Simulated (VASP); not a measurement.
# P (P1) in VASP: notebook, part 2 of 2

VASP 6.6.1. The steps go on from the part before.

**4. Single point, PBE+D3(BJ)**

INCAR reads:

```
SYSTEM = P
ALGO = Normal
EDIFF = 1E-6
ENCUT = 400
GGA = PE
GGA_COMPAT = .False.
ISIF = 2
ISMEAR = -1
ISYM = -1
IVDW = 12
LASPH = .True.
LCHARG = .False.
LREAL = Auto
LWAVE = .False.
NBANDS = 54
NELM = 120
PREC = Accurate
SIGMA = 0.2241
```

KPOINTS reads:

```
explicit points
4
Reciprocal
  0.25000000   0.25000000   0.25000000 2
  0.25000000   0.25000000   0.75000000 2
  0.25000000   0.75000000   0.25000000 2
  0.25000000   0.75000000   0.75000000 2
```

POSCAR reads:

```
P
1.0
   -3.5628635720     -6.1710607271      0.0000000000
   -7.1257271440      0.0000000000      0.0000000000
   -3.5628635720     -2.0570202424     -6.4614128885
P
16
Direct
    0.6464123325      0.5828995121      0.1152230964
    0.6521882086      0.0546942737      0.1749982580
    0.1264139058      0.6329977730      0.2068993304
    0.6526011319      0.6228400127      0.6338497587
    0.1571585908      0.1244430291      0.1477262042
    0.5788682777      0.1035127491      0.6336163732
    0.0962104110      0.6503405585      0.6724725807
    0.0924108919      0.1769573173      0.6757059292
    0.8486849781      0.8751998109      0.3829818714
    0.8761085535      0.3899155265      0.3378148151
    0.4191793202      0.8578385186      0.3302820972
    0.8426653347      0.9108031526      0.8650352634
    0.4112790380      0.3416113831      0.3428931161
    0.8887339599      0.4446537676      0.8205129577
    0.3672525031      0.8867717770      0.8170612358
    0.3438328728      0.3445208037      0.8429267861
```

Potentials or basis: VASP PAW PBE potentials, release 64 (P).

Launch:

```console
$ cat potpaw_PBE.64/P/POTCAR > POTCAR
$ mpirun -np 1 vasp_std > vasp.out
```

OUTCAR:

```text
SYSTEM = P
   EDIFF = 1E-6
   ENCUT = 400
   GGA = PE
   ISIF = 2
   ISMEAR = -1
   ISYM = -1
   IVDW = 12
   LASPH = .True.
   LREAL = Auto
   NELM = 120
   PREC = Accurate
 IVDW          = 12

 ion  position               nearest neighbor table
   1  0.646  0.583  0.115-  10 2.38  14 2.41  13 2.49  11 2.55  12 2.77
   2  0.652  0.055  0.175-   9 2.13  11 2.25  13 2.38  12 2.53
   3  0.126  0.633  0.207-   9 2.23  13 2.29  10 2.65  15 2.91
   4  0.653  0.623  0.634-  14 2.21  15 2.37   9 2.38  10 2.82  11 2.86
   5  0.157  0.124  0.148-  11 2.34  16 2.34  10 2.40   9 2.91
   6  0.579  0.104  0.634-  15 2.23  16 2.35  13 2.49   9 2.52  12 2.61
   7  0.096  0.650  0.672-  14 2.16  16 2.28  12 2.37   9 2.85  11 2.92
   8  0.092  0.177  0.676-  14 2.16  15 2.26  12 2.70  13 2.74
   9  0.849  0.875  0.383-   2 2.13   3 2.23   4 2.38   6 2.52   7 2.85   5 2.91
  10  0.876  0.390  0.338-   1 2.38   5 2.40   3 2.65   4 2.82
  11  0.419  0.858  0.330-   2 2.25   5 2.34   1 2.55   4 2.86   7 2.92
  12  0.843  0.911  0.865-   7 2.37   2 2.53   6 2.61   8 2.70   1 2.77
  13  0.411  0.342  0.343-   3 2.29   2 2.38   1 2.49   6 2.49   8 2.74
  14  0.889  0.445  0.821-   8 2.16   7 2.16   4 2.21   1 2.41
  15  0.367  0.887  0.817-   6 2.23   8 2.26   4 2.37   3 2.91
  16  0.344  0.345  0.843-   7 2.28   5 2.34   6 2.35

IMPORTANT INFORMATION: All symmetrisations will be switched off!
NOSYMM: (Re-)initialisation of all symmetry stuff for point group C_1.

----------------------------------------------------------------------------------------

                                     Primitive cell

  volume of cell :     284.1296

  direct lattice vectors                    reciprocal lattice vectors
    -3.562863572 -6.171060727  0.000000000     0.000000000 -0.162046696  0.051588304
    -7.125727144  0.000000000  0.000000000    -0.140336555  0.081023348  0.051588304
    -3.562863572 -2.057020242 -6.461412888     0.000000000  0.000000000 -0.154764912

  length of vectors
     7.125727144  7.125727144  7.659972952     0.170060239  0.170060239  0.154764912

  position of ions in fractional coordinates (direct lattice)
     0.646412332  0.582899512  0.115223096
     0.652188209  0.054694274  0.174998258
     0.126413906  0.632997773  0.206899330
     0.652601132  0.622840013  0.633849759
     0.157158591  0.124443029  0.147726204
     0.578868278  0.103512749  0.633616373
[... 8 lines left out ...]
     0.367252503  0.886771777  0.817061236
     0.343832873  0.344520804  0.842926786

  ion indices of the primitive-cell ions
   primitive index   ion index
                 1           1
                 2           2
                 3           3
                 4           4
                 5           5
                 6           6
[... 8 lines left out ...]
                15          15
                16          16

----------------------------------------------------------------------------------------

 KPOINTS: explicit points

Read explicit list of k-points.

 Found      4 k-points:

 Following reciprocal coordinates:
            Coordinates               Weight
  0.250000  0.250000  0.250000      0.250000
  0.250000  0.250000  0.750000      0.250000
  0.250000  0.750000  0.250000      0.250000
  0.250000  0.750000  0.750000      0.250000
   k-points           NKPTS =      4   k-points in BZ     NKDIM =      4   number of bands    NBANDS=     54
   number of dos      NEDOS =    301   number of ions     NIONS =     16
   total plane-waves  NPLWV = 115200
   dimension x,y,z NGX =    48 NGY =   48 NGZ =   50
   dimension x,y,z NGXF=    96 NGYF=   96 NGZF=  100
   ions per type =              16
   NGX,Y,Z   is equivalent  to a cutoff of  11.20, 11.20, 10.85 a.u.
   NGXF,Y,Z  is equivalent  to a cutoff of  22.40, 22.40, 21.70 a.u.
 SYSTEM =  P
   PREC   = accura    normal or accurate (medium, high low for compatibility)
   ISTART =      0    job   : 0-new  1-cont  2-samecut
   ICHARG =      2    charge: 1-file 2-atom 10-const
   ISPIN  =      1    spin polarized calculation?
   LNONCOLLINEAR =      F non collinear calculations
   LSORBIT =      F    spin-orbit coupling
   LASPH  =      T    aspherical Exc in radial PAW
   ENCUT  =  400.0 eV  29.40 Ry    5.42 a.u.  11.62 11.62 12.49*2*pi/ulx,y,z
   NELM   =    120;   NELMIN=  2; NELMDL= -5     # of ELM steps
   EDIFF  = 0.1E-05   stopping-criterion for ELM
   LREAL  =      T    real-space projection
   EDIFFG = 0.1E-04   stopping-criterion for IOM
   NSW    =      0    number of steps for IOM
   IBRION =     -1    ionic relax: 0-MD 1-quasi-New 2-CG
   NFREE  =      0    steps in history (QN), initial steepest desc. (CG)
   ISIF   =      2    stress and relaxation
   ISYM   =     -1    0-nonsym 1-usesym 2-fastsym
   POTIM  = 0.5000    time-step for ionic-motion
   TEBEG  =    0.0;   TEEND  =   0.0 temperature during run
   PSTRESS=    0.0 pullay stress
   NELECT =      80.0000    total number of electrons
   NUPDOWN=      -1.0000    fix difference up-down
   EMIN   =  10.00;   EMAX   =-10.00  energy-range for DOS
   EFERMI =   0.00;   METHOD = LEGACY
   ISMEAR =    -1;   SIGMA  =   0.22  broadening in eV -4-tet -1-fermi 0-gaus
   EFERMI_NEDOS =   21; number of points for ismear=-14 and -15
   IALGO  =     38    algorithm
   IMIX   =      4    mixing-type and parameters
     AMIX     =   0.40;   BMIX     =  1.00
     AMIX_MAG =   1.60;   BMIX_MAG =  1.00
  volume/ion in A,a.u.               =      17.76       119.84
  Fermi-wavevector in a.u.,A,eV,Ry     =   1.072999  2.027674 15.664753  1.151327
  Thomas-Fermi vector in A             =   2.208786
   LORBIT       =      0    0 simple, 1 ext, 2 COOP (PROOUT), +10 PAW based schemes
   GGA     = PE    functional components
   LHFCALC =     F    Hartree Fock is set to
   AEXX    =    0.0000 exact exchange contribution
   IVDW    =    12    specifies the selected vdW correction
   LEPSILON=     F    determine dielectric tensor
   LRPA    =     F    only Hartree local field effects (RPA)
 non-spin polarized calculation
  energy-cutoff  :      400.00
  volume of cell :      284.13
 maximum number of plane-waves:      5175
 NGX is ok and might be reduce to    48
   NGX = 23   NGY = 23   NGZ = 25

 number of electron      79.9999998 magnetization

 Free energy of the ion-electron system (eV)
  ---------------------------------------------------
  ext. energy  EPLUGINS =         0.00000000
  ---------------------------------------------------
  free energy    TOTEN  =       -82.23071250 eV

  energy without entropy =      -81.47812382  energy(sigma->0) =      -81.85441816

 E-fermi :   7.2462     XC(G=0): -10.2832

 val. band max:        7.0694699132   @ k =   0.2500   0.2500   0.7500
 cond. band min:       7.2671334934   @ k =   0.2500   0.2500   0.2500
 fundamental gap:      0.1976635803
 Fermi energy:         7.2462223961

 k-point     1 :       0.2500    0.2500    0.2500
  band No.  band energies     occupation
      1      -8.3305      2.00000
      2      -6.8971      2.00000
      3      -6.0285      2.00000
      4      -5.7590      2.00000
      5      -5.2477      2.00000
      6      -4.9843      2.00000
[... 44 lines left out ...]
     51       9.4652      0.00010
     52       9.6437      0.00005

 k-point     2 :       0.2500    0.2500    0.7500
  band No.  band energies     occupation
      1      -8.0749      2.00000
      2      -7.3254      2.00000
      3      -6.1123      2.00000
      4      -5.8412      2.00000
      5      -5.5994      2.00000
      6      -5.0545      2.00000
[... 44 lines left out ...]
     51       9.8096      0.00002
     52       9.9126      0.00001

 k-point     3 :       0.2500    0.7500    0.2500
  band No.  band energies     occupation
      1      -7.7789      2.00000
      2      -7.5056      2.00000
      3      -6.4205      2.00000
      4      -5.9918      2.00000
      5      -5.6140      2.00000
      6      -5.0460      2.00000
[... 44 lines left out ...]
     51      10.0118      0.00001
     52      10.2386      0.00000

 k-point     4 :       0.2500    0.7500    0.7500
  band No.  band energies     occupation
      1      -7.8470      2.00000
      2      -7.3555      2.00000
      3      -6.5427      2.00000
      4      -6.0314      2.00000
      5      -5.6391      2.00000
      6      -4.9071      2.00000
[... 44 lines left out ...]
     51      10.0885      0.00001
     52      10.3339      0.00000
 [bands above 52 left out]

------------------------ aborting loop because EDIFF is reached ----------------------------------------

 Edisp (eV)   -6.32796

 E8    (eV) :    -2.3961

  FORCE on cell =-STRESS in cart. coord.  units (eV):
  Direction    XX          YY          ZZ          XY          YZ          ZX
  --------------------------------------------------------------------------------------
  -------------------------------------------------------------------------------------
  Total     -10.07787    -8.55437    -8.11420     0.68768    -0.22597     2.48238
  in kB     -56.82807   -48.23722   -45.75515     3.87773    -1.27421    13.99790
  external pressure =      -50.27 kB  Pullay stress =        0.00 kB

 VOLUME and BASIS-vectors are now :
 -----------------------------------------------------------------------------
  energy-cutoff  :      400.00
  volume of cell :      284.13
      direct lattice vectors                 reciprocal lattice vectors
    -3.562863572 -6.171060727  0.000000000     0.000000000 -0.162046696  0.051588304
    -7.125727144  0.000000000  0.000000000    -0.140336555  0.081023348  0.051588304
    -3.562863572 -2.057020242 -6.461412888     0.000000000  0.000000000 -0.154764912

 POSITION                                       TOTAL-FORCE (eV/Angst)
 -----------------------------------------------------------------------------------
     -6.86719     -4.22607     -0.74450        -1.441005     -0.282107     -1.220251
     -3.33689     -4.38467     -1.13074        -0.374866      1.164565      0.549803
     -5.69812     -1.20570     -1.33686         1.539855      0.566730      0.337865
     -9.02164     -5.33108     -4.09557        -0.212671      0.845644      0.032609
     -1.97301     -1.27371     -0.95452        -0.167684      0.351021     -0.234885
     -5.05752     -4.87559     -4.09406        -1.681807     -0.456768     -0.792218
[... 8 lines left out ...]
    -10.53844     -3.94705     -5.27937        -0.010843     -0.409623     -0.114372
     -6.68322     -3.85573     -5.44650        -0.731255     -0.699222     -0.130464
 -----------------------------------------------------------------------------------
    total drift:                                0.001008     -0.000245     -0.000895

  FREE ENERGIE OF THE ION-ELECTRON SYSTEM (eV)
  ---------------------------------------------------
  free  energy   TOTEN  =       -88.5586697000 eV

  energy  without entropy=      -87.8060810173  energy(sigma->0) =      -88.18237536
```

Wall time 42 s (1 thread of AMD EPYC 9R45 (Zen 5), shared host); peak memory 0.28 GiB.

Results:

* Free energy: -88.5587 eV
* Pressure: -5.0 GPa
* Largest force: 2.104 eV/Å
* Band gap on the k mesh: 0.20 eV (least direct gap 0.46 eV)
* Dispersion energy per atom: -0.395 eV

Forces in eV/Å, atoms in the order of the input:
```
P   -1.441 -0.282 -1.220
P   -0.375  1.165  0.550
P    1.540  0.567  0.338
P   -0.213  0.846  0.033
P   -0.168  0.351 -0.235
P   -1.682 -0.457 -0.792
P   -0.505 -0.620 -0.174
P    1.922 -0.252  0.818
P    0.293 -1.192 -0.869
P    0.209 -0.863  1.121
P    0.146  0.707  0.675
P    0.552 -0.222  0.713
P   -0.302  0.617  0.048
P    0.765  0.746 -0.761
P   -0.011 -0.410 -0.114
P   -0.731 -0.699 -0.130
```

Stress tensor (GPa, compression positive):
```
-5.68  0.39  1.40
 0.39 -4.82 -0.13
 1.40 -0.13 -4.58
```

Caveat: the cell stands under tension; the atoms stand as in a frame of molecular dynamics; semilocal functionals underestimate gaps, and a narrow one can read as zero; a shifted mesh leaves out Γ, where band edges can lie; forces of over 1 eV/Å act on the atoms, so gaps and moduli don't describe the material at rest. A k mesh can miss the band edges.

**5. The runs side by side**

| cell | gap on the mesh (eV) | pressure (GPa) | largest force (eV/Å) |
| --- | --- | --- | --- |
| as given, atomic positions A | 0.01 | -4.6 | 2.49 |
| as given, atomic positions B | 0.20 | -3.5 | 2.84 |
| as given, atomic positions C | 0.20 | -5.0 | 2.10 |

Alike in all rows: task single point; level PBE+D3(BJ); potentials or basis VASP PAW PBE potentials, release 64 (P); no spin polarisation; k mesh 2 × 2 × 2, shifted; cutoff (eV) 400; smearing fermi-dirac 0.2241 eV.

Caveats: the cell stands under tension; the atoms stand as in a frame of molecular dynamics; semilocal functionals underestimate gaps, and a narrow one can read as zero; a shifted mesh leaves out Γ, where band edges can lie; forces of over 1 eV/Å act on the atoms, so gaps and moduli don't describe the material at rest; the smearing spreads over this small gap (at least some runs).

Total energies depend on the potentials used, so only differences within one code and one set of settings carry meaning.

The gap in the log of VASP goes by the Fermi energy; the results here count the filled bands.